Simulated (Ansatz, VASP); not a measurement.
Two plane-wave programs on B6C

```
B C
1.0
    -2.46992    2.46992    2.46992
     2.46992   -2.46992    2.46992
     2.46992    2.46992   -2.46992
B C
6 1
Direct
  0.72563 0.72563 0.00000
  0.27437 0.27437 0.00000
  0.00000 0.27437 0.27437
  0.00000 0.72563 0.72563
  0.72563 0.00000 0.72563
  0.27437 0.00000 0.27437
  0.00000 0.00000 0.00000
```

Change from the starting cell: species swapped into the SF6 type (Im-3m, No. 229).

Alike in both runs: task relaxation of cell and atoms; functional PBE; k mesh 5 × 5 × 5; occupations gaussian, width 0.2 eV; no spin polarisation.

```csv
,VASP,Ansatz
version,VASP 6.6.1,Ansatz 0.2.0
potentials or method,"VASP PAW PBE potentials, release 64 (B, C), cutoff 600 eV","scalar-relativistic, plane waves, PAW"
valence electrons in the cell,22,22
```

|  | VASP | Ansatz | Ansatz less VASP |
| --- | --- | --- | --- |
| gap on the k mesh at the Fermi level, each at its own relaxed structure (eV) | none | none | - |
| relaxed volume (Å³/atom) | 7.77 | 7.80 | +0.024 |
| relaxed length of the cell vector where the two differ most in proportion (Å) | 4.135 | 4.139 | +0.0042 |

A gap of «none» marks a metal or a gap that the smearing closes.
